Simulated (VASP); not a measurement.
# Ba (P4/mmm) in VASP: further runs

Runs on Ba. Level: r2SCAN. Tasks: single point.

Program: VASP 6.6.1. These are calculated values, not measurements. Logs are shortened: lines on timing, memory, paths and dates and some standing lists are left out, and cuts for length are marked.

## (1) The cell of the first run

The structure is tetragonal, space group P4/mmm (No. 123). The conventional cell has a = 4.000 Å, b = 4.000 Å, c = 3.606 Å, α = 90.00°, β = 90.00°, γ = 90.00°. Within 4.7 Å of Ba (site symmetry 4/mmm) lie 6 Ba at 3.61 to 4.00 Å.

## (2) Single point, r2SCAN

The input, POSCAR:

```
Ba
1.0
    3.9996500000      0.0000000000      0.0000000000
    0.0000000000      3.9996500000      0.0000000000
    0.0000000000      0.0000000000      3.6055400000
Ba
1
Direct
    0.5000000000      0.5000000000      0.5000000000
```

The input, INCAR.step1:

```
SYSTEM = Ba
ALGO     = Normal         ! electronic algorithm
EDIFF    = 1E-4           ! SCF threshold, eV
ENCUT    = 520            ! plane-wave cutoff, eV
GGA      = PE             ! functional
ISMEAR   = -1             ! smearing method
LASPH    = .TRUE.         ! aspherical terms in the spheres
LCHARG   = .FALSE.        ! write CHGCAR
LREAL    = .FALSE.        ! projectors in reciprocal space
LWAVE    = .TRUE.         ! write WAVECAR
NBANDS   = 11             ! bands
NELM     = 60             ! most SCF steps
PREC     = Accurate       ! precision mode
SIGMA    = 0.05           ! smearing width, eV
```

The input, INCAR.step2:

```
SYSTEM = Ba
ALGO     = Normal         ! electronic algorithm
EDIFF    = 1E-7           ! SCF threshold, eV
ENCUT    = 520            ! plane-wave cutoff, eV
ISIF     = 2              ! what is computed and relaxed
ISMEAR   = -1             ! smearing method
ISTART   = 1            
LASPH    = .TRUE.         ! aspherical terms in the spheres
LCHARG   = .FALSE.        ! write CHGCAR
LMIXTAU  = .TRUE.       
LREAL    = .FALSE.        ! projectors in reciprocal space
LWAVE    = .FALSE.        ! write WAVECAR
METAGGA  = R2SCAN         ! meta-GGA
NBANDS   = 11             ! bands
NELM     = 60             ! most SCF steps
PREC     = Accurate       ! precision mode
SIGMA    = 0.05           ! smearing width, eV
```

The input, KPOINTS:

```
k-points
0
G
  8 8 9
  0 0 0
```

Potentials or basis: VASP PAW PBE potentials, release 64 (Ba_sv).

Run with:

```
> cat potpaw_PBE.64/Ba_sv/POTCAR > POTCAR
> cp INCAR.step1 INCAR
> mpirun -np 1 vasp_std > vasp.out
> cp INCAR.step2 INCAR
> mpirun -np 1 vasp_std > vasp.out
```

OUTCAR:

```text
SYSTEM = Ba
   EDIFF = 1E-7
   ENCUT = 520
   ISIF = 2
   ISMEAR = -1
   ISTART = 1
   LASPH = .TRUE.
   LREAL = .FALSE.
   METAGGA = R2SCAN
   NELM = 60
   PREC = Accurate

 ion  position               nearest neighbor table
   1  0.500  0.500  0.500-

  LATTYP: Found a simple tetragonal cell.
 ALAT       =     3.9996500000
 C/A-ratio  =     0.9014638781

  Lattice vectors:

 A1 = (   3.9996500000,   0.0000000000,   0.0000000000)
 A2 = (   0.0000000000,   3.9996500000,   0.0000000000)
 A3 = (   0.0000000000,   0.0000000000,   3.6055400000)

Analysis of symmetry for initial positions (statically):
=====================================================================
 Subroutine PRICEL returns:
 Original cell was already a primitive cell.

 Routine SETGRP: Setting up the symmetry group for a
 simple tetragonal supercell.

 Subroutine GETGRP returns: Found 16 space group operations
 (whereof 16 operations were pure point group operations)
 out of a pool of 16 trial point group operations.

The static configuration has the point symmetry D_4h.

Analysis of symmetry for dynamics (positions and initial velocities):
=====================================================================
 Subroutine PRICEL returns:
 Original cell was already a primitive cell.

 Routine SETGRP: Setting up the symmetry group for a
 simple tetragonal supercell.

 Subroutine GETGRP returns: Found 16 space group operations
 (whereof 16 operations were pure point group operations)
 out of a pool of 16 trial point group operations.

The dynamic configuration has the point symmetry D_4h.

 Subroutine INISYM returns: Found 16 space group operations
 (whereof 16 operations are pure point group operations),
 and found     1 'primitive' translations

----------------------------------------------------------------------------------------

                                     Primitive cell

  volume of cell :      57.6785

  direct lattice vectors                    reciprocal lattice vectors
     3.999650000  0.000000000  0.000000000     0.250021877  0.000000000  0.000000000
     0.000000000  3.999650000  0.000000000     0.000000000  0.250021877  0.000000000
     0.000000000  0.000000000  3.605540000     0.000000000  0.000000000  0.277350965

  length of vectors
     3.999650000  3.999650000  3.605540000     0.250021877  0.250021877  0.277350965

  position of ions in fractional coordinates (direct lattice)
     0.500000000  0.500000000  0.500000000
[... 71 lines left out ...]
   LNONCOLLINEAR =      F non collinear calculations
   LSORBIT =      F    spin-orbit coupling
   LASPH  =      T    aspherical Exc in radial PAW
   ENCUT  =  520.0 eV  38.22 Ry    6.18 a.u.   7.44  7.44  6.70*2*pi/ulx,y,z
   NELM   =     60;   NELMIN=  2; NELMDL=  0     # of ELM steps
   EDIFF  = 0.1E-06   stopping-criterion for ELM
   LREAL  =      F    real-space projection
   EDIFFG = 0.1E-05   stopping-criterion for IOM
   NSW    =      0    number of steps for IOM
   IBRION =     -1    ionic relax: 0-MD 1-quasi-New 2-CG
   NFREE  =      0    steps in history (QN), initial steepest desc. (CG)
   ISIF   =      2    stress and relaxation
   ISYM   =      2    0-nonsym 1-usesym 2-fastsym
   POTIM  = 0.5000    time-step for ionic-motion
   TEBEG  =    0.0;   TEEND  =   0.0 temperature during run
   PSTRESS=    0.0 pullay stress
   NELECT =      10.0000    total number of electrons
   NUPDOWN=      -1.0000    fix difference up-down
   EMIN   =  10.00;   EMAX   =-10.00  energy-range for DOS
[... 5 lines left out ...]
     AMIX     =   0.40;   BMIX     =  1.00
     AMIX_MAG =   1.60;   BMIX_MAG =  1.00
  volume/ion in A,a.u.               =      57.68       389.23
  Fermi-wavevector in a.u.,A,eV,Ry     =   0.912858  1.725052 11.337876  0.833310
  Thomas-Fermi vector in A             =   2.037303
   LORBIT       =      0    0 simple, 1 ext, 2 COOP (PROOUT), +10 PAW based schemes
   METAGGA = R2SCAN    functional components
   LHFCALC =     F    Hartree Fock is set to
   AEXX    =    0.0000 exact exchange contribution
   IVDW    =     0    specifies the selected vdW correction
   LEPSILON=     F    determine dielectric tensor
   LRPA    =     F    only Hartree local field effects (RPA)
 non-spin polarized calculation
  energy-cutoff  :      520.00
  volume of cell :       57.68
 maximum number of plane-waves:      1572
 NGX is ok and might be reduce to    30
   NGX = 15   NGY = 15   NGZ = 13

 number of electron       9.9999999 magnetization

 Free energy of the ion-electron system (eV)
  ---------------------------------------------------
  ext. energy  EPLUGINS =         0.00000000
  ---------------------------------------------------
  free energy    TOTEN  =       -26.12760974 eV

  energy without entropy =      -26.12159681  energy(sigma->0) =      -26.12460327

 E-fermi :   1.9287     XC(G=0):  -8.1099

 val. band max:        1.8886924449   @ k =   0.3750   0.3750   0.4444
 cond. band min:       1.9382368074   @ k =   0.5000   0.1250   0.1111
 fundamental gap:      0.0495443625
 Fermi energy:         1.9286713232

 k-point     1 :       0.0000    0.0000    0.0000
  band No.  band energies     occupation
      1     -28.2507      2.00000
      2     -12.6866      2.00000
      3     -12.6866      2.00000
      4     -12.3519      2.00000
      5      -0.6973      2.00000
      6       2.0852      0.08368
      7       2.0889      0.07794
      8       6.9215      0.00000
      9       7.7217      0.00000
     10       7.7217      0.00000
     11       9.8950      0.00000
[... 309 lines left out ...]
 k-point    24 :       0.5000    0.1250    0.1111
  band No.  band energies     occupation
      1     -28.1706      2.00000
      2     -13.3073      2.00000
      3     -12.7029      2.00000
      4     -12.4737      2.00000
      5       1.9382      0.90464
      6       2.2107      0.00708
      7       3.0912      0.00000
      8       4.3904      0.00000
      9       6.1402      0.00000
     10       6.8934      0.00000
     11       8.9275      0.00000

 [... further k-points ...]
[... 5 lines left out ...]
  --------------------------------------------------------------------------------------
  -------------------------------------------------------------------------------------
  Total       -0.3209601     -0.3209601      1.1810019      0.0000000     -0.0000000      0.0000000
  in kB       -8.9155339     -8.9155339     32.8055178      0.0000000     -0.0000000      0.0000000
  external PRESSURE =       4.9914833 kB  Pullay stress =       0.0000000 kB

 VOLUME and BASIS-vectors are now :
 -----------------------------------------------------------------------------
  energy-cutoff  :      520.00
  volume of cell :       57.68
      direct lattice vectors                 reciprocal lattice vectors
     3.999650000  0.000000000  0.000000000     0.250021877  0.000000000  0.000000000
     0.000000000  3.999650000  0.000000000     0.000000000  0.250021877  0.000000000
     0.000000000  0.000000000  3.605540000     0.000000000  0.000000000  0.277350965

 POSITION                                       TOTAL-FORCE (eV/Angst)
 -----------------------------------------------------------------------------------
      1.99982      1.99982      1.80277         0.000000      0.000000      0.000000
 -----------------------------------------------------------------------------------
    total drift:                                0.000000      0.000000      0.000000

  FREE ENERGIE OF THE ION-ELECTRON SYSTEM (eV)
  ---------------------------------------------------
  free  energy   TOTEN  =       -26.1276097393 eV

  energy  without entropy=      -26.1215968107  energy(sigma->0) =      -26.12460327
```

OSZICAR.step1:

```text
N       E                     dE             d eps       ncg     rms          rms(c)
DAV:   1     0.620577794170E+02    0.62058E+02   -0.44258E+03  1650   0.741E+02
DAV:   2     0.177282421469E+01   -0.60285E+02   -0.58993E+02  2029   0.146E+02
DAV:   3    -0.140248125551E+01   -0.31753E+01   -0.31560E+01  2123   0.378E+01
DAV:   4    -0.154667485114E+01   -0.14419E+00   -0.14396E+00  2374   0.518E+00
DAV:   5    -0.154755745629E+01   -0.88261E-03   -0.88253E-03  2100   0.433E-01    0.217E+00
DAV:   6    -0.154076754753E+01    0.67899E-02   -0.11256E-02  1978   0.786E-01    0.126E+00
DAV:   7    -0.153903497812E+01    0.17326E-02   -0.20605E-02  1954   0.118E+00    0.811E-02
DAV:   8    -0.153938581085E+01   -0.35083E-03   -0.75030E-04  2040   0.193E-01    0.282E-02
DAV:   9    -0.153941211165E+01   -0.26301E-04   -0.29381E-05  1073   0.414E-02
   1 F= -.15394121E+01 E0= -.15348442E+01  d E =-.913578E-02
```

Wall time 1.8 min (1 thread of AMD EPYC 7R13 (Zen 3), shared host); peak memory 0.17 GiB.

Results:

* Free energy: -26.1276 eV
* Pressure: 0.5 GPa
* Band gap on the k mesh: zero (band 5 reaches 1.96 eV, above the bottom of band 6 at 1.64 eV)

Levels at points of the mesh, in eV from the Fermi level:
| k point | band 1 | band 2 | band 3 | band 4 | band 5 | band 6 | band 7 | band 8 | band 9 | band 10 |
| --- | --- | --- | --- | --- | --- | --- | --- | --- | --- | --- |
| (0.00, 0.00, 0.00) | -30.18 | -14.62 | -14.62 | -14.28 | -2.63 | 0.16 | 0.16 | 4.99 | 5.79 | 5.79 |
| (0.50, 0.00, 0.00) | -30.13 | -15.28 | -14.55 | -14.23 | -0.59 | 0.67 | 0.74 | 2.74 | 3.88 | 6.01 |
| (0.50, 0.50, 0.00) | -30.07 | -15.18 | -15.18 | -14.18 | -1.08 | 0.68 | 3.56 | 3.56 | 4.30 | 4.30 |

Caveat: the PAW data sets were made with another functional, which shifts forces and pressure a little; spin-orbit coupling is left out, which moves the levels of the heavy elements.

## (3) Single point, r2SCAN

POSCAR is that of step 2.

The input, INCAR.step1:

```
SYSTEM = Ba
ALGO = Normal
EDIFF = 1E-4
ENCUT = 520
GGA = PE
ISMEAR = -1
LASPH = .TRUE.
LCHARG = .FALSE.
LREAL = .FALSE.
LWAVE = .TRUE.
NBANDS = 11
NELM = 80
PREC = Accurate
SIGMA = 0.025
```

The input, INCAR.step2:

```
SYSTEM = Ba
ALGO = Normal
EDIFF = 1E-6
ENCUT = 520
ISIF = 2
ISMEAR = -1
ISTART = 1
LASPH = .TRUE.
LCHARG = .TRUE.
LELF = .TRUE.
LMIXTAU = .TRUE.
LREAL = .FALSE.
LVHAR = .TRUE.
LWAVE = .FALSE.
METAGGA = R2SCAN
NBANDS = 11
NELM = 80
PREC = Accurate
SIGMA = 0.025
```

KPOINTS is that of step 2.

Potentials or basis: VASP PAW PBE potentials, release 64 (Ba_sv).

Run with:

```
> cat potpaw_PBE.64/Ba_sv/POTCAR > POTCAR
> cp INCAR.step1 INCAR
> mpirun -np 1 vasp_std > vasp.out
> cp INCAR.step2 INCAR
> mpirun -np 1 vasp_std > vasp.out
```

OUTCAR:

```text
SYSTEM = Ba
   EDIFF = 1E-6
   ENCUT = 520
   ISIF = 2
   ISMEAR = -1
   ISTART = 1
   LASPH = .TRUE.
   LREAL = .FALSE.
   METAGGA = R2SCAN
   NELM = 80
   PREC = Accurate

 ion  position               nearest neighbor table
   1  0.500  0.500  0.500-

  LATTYP: Found a simple tetragonal cell.
 ALAT       =     3.9996500000
 C/A-ratio  =     0.9014638781

  Lattice vectors:

 A1 = (   3.9996500000,   0.0000000000,   0.0000000000)
 A2 = (   0.0000000000,   3.9996500000,   0.0000000000)
 A3 = (   0.0000000000,   0.0000000000,   3.6055400000)

Analysis of symmetry for initial positions (statically):
=====================================================================
 Subroutine PRICEL returns:
 Original cell was already a primitive cell.

 Routine SETGRP: Setting up the symmetry group for a
 simple tetragonal supercell.

 Subroutine GETGRP returns: Found 16 space group operations
 (whereof 16 operations were pure point group operations)
 out of a pool of 16 trial point group operations.

The static configuration has the point symmetry D_4h.

Analysis of symmetry for dynamics (positions and initial velocities):
=====================================================================
 Subroutine PRICEL returns:
[... 159 lines left out ...]
 fundamental gap:      0.0505399860
 Fermi energy:         1.9154100103

 k-point     1 :       0.0000    0.0000    0.0000
  band No.  band energies     occupation
      1     -28.2512      2.00000
      2     -12.6871      2.00000
      3     -12.6871      2.00000
      4     -12.3530      2.00000
      5      -0.6966      2.00000
      6       2.0857      0.00220
      7       2.0898      0.00187
      8       6.9208      0.00000
      9       7.7203      0.00000
     10       7.7203      0.00000
     11       9.8950      0.00000
[... 309 lines left out ...]
 k-point    24 :       0.5000    0.1250    0.1111
  band No.  band energies     occupation
      1     -28.1711      2.00000
      2     -13.3076      2.00000
      3     -12.7033      2.00000
      4     -12.4747      2.00000
      5       1.9388      0.56383
      6       2.2111      0.00001
      7       3.0917      0.00000
      8       4.3900      0.00000
      9       6.1397      0.00000
     10       6.8923      0.00000
     11       8.9273      0.00000

 [... further k-points ...]
[... 5 lines left out ...]
  --------------------------------------------------------------------------------------
  -------------------------------------------------------------------------------------
  Total       -0.3361755     -0.3361755      1.1619144      0.0000000      0.0000000      0.0000000
  in kB       -9.3381819     -9.3381819     32.2753102      0.0000000      0.0000000      0.0000000
  external PRESSURE =       4.5329822 kB  Pullay stress =       0.0000000 kB

 VOLUME and BASIS-vectors are now :
 -----------------------------------------------------------------------------
  energy-cutoff  :      520.00
  volume of cell :       57.68
      direct lattice vectors                 reciprocal lattice vectors
     3.999650000  0.000000000  0.000000000     0.250021877  0.000000000  0.000000000
     0.000000000  3.999650000  0.000000000     0.000000000  0.250021877  0.000000000
     0.000000000  0.000000000  3.605540000     0.000000000  0.000000000  0.277350965

 POSITION                                       TOTAL-FORCE (eV/Angst)
 -----------------------------------------------------------------------------------
      1.99982      1.99982      1.80277         0.000000      0.000000      0.000000
 -----------------------------------------------------------------------------------
    total drift:                                0.000000      0.000000      0.000000

  FREE ENERGIE OF THE ION-ELECTRON SYSTEM (eV)
  ---------------------------------------------------
  free  energy   TOTEN  =       -26.1251565479 eV

  energy  without entropy=      -26.1232674801  energy(sigma->0) =      -26.12421201
```

OUTCAR.step1:

```text
SYSTEM = Ba
   EDIFF = 1E-4
   ENCUT = 520
   GGA = PE
   ISMEAR = -1
   LASPH = .TRUE.
   LREAL = .FALSE.
[... 555 lines left out ...]
 -----------------------------------------------------------------------------------
      1.99982      1.99982      1.80277         0.000000      0.000000      0.000000
 -----------------------------------------------------------------------------------
    total drift:                                0.000000      0.000000      0.000000

  FREE ENERGIE OF THE ION-ELECTRON SYSTEM (eV)
  ---------------------------------------------------
  free  energy   TOTEN  =        -1.5357832610 eV

  energy  without entropy=       -1.5329736410  energy(sigma->0) =       -1.53437845
```

OSZICAR.step1:

```text
N       E                     dE             d eps       ncg     rms          rms(c)
DAV:   1     0.620591159547E+02    0.62059E+02   -0.44258E+03  1650   0.741E+02
DAV:   2     0.177591788024E+01   -0.60283E+02   -0.58989E+02  2029   0.146E+02
DAV:   3    -0.139866595934E+01   -0.31746E+01   -0.31564E+01  2123   0.378E+01
DAV:   4    -0.154288250775E+01   -0.14422E+00   -0.14402E+00  2374   0.518E+00
DAV:   5    -0.154376499337E+01   -0.88249E-03   -0.88241E-03  2100   0.433E-01    0.216E+00
DAV:   6    -0.153704586120E+01    0.67191E-02   -0.11242E-02  1978   0.787E-01    0.126E+00
DAV:   7    -0.153539549606E+01    0.16504E-02   -0.20669E-02  1954   0.118E+00    0.830E-02
DAV:   8    -0.153576179162E+01   -0.36630E-03   -0.80657E-04  2037   0.199E-01    0.282E-02
DAV:   9    -0.153578326100E+01   -0.21469E-04   -0.23805E-05  1065   0.368E-02
   1 F= -.15357833E+01 E0= -.15343785E+01  d E =-.280962E-02
```

It took 1.9 min on 1 thread of AMD EPYC 7R13 (Zen 3), shared host; peak memory 0.17 GiB.

Results:

- Free energy: -26.1252 eV
- Pressure: 0.5 GPa
- Band gap on the k mesh: zero (band 5 reaches 1.96 eV, above the bottom of band 6 at 1.64 eV)

Levels at points of the mesh, in eV from the Fermi level:
```tsv
k point	band 3	band 4	band 5	band 6	band 7	band 8
(0.00, 0.00, 0.00)	-14.60	-14.27	-2.61	0.17	0.17	5.01
(0.50, 0.00, 0.00)	-14.54	-14.21	-0.58	0.68	0.76	2.75
(0.50, 0.50, 0.00)	-15.16	-14.16	-1.06	0.70	3.57	3.57
```

Caveat: the PAW data sets were made with another functional, which shifts forces and pressure a little; spin-orbit coupling is left out, which moves the levels of the heavy elements.
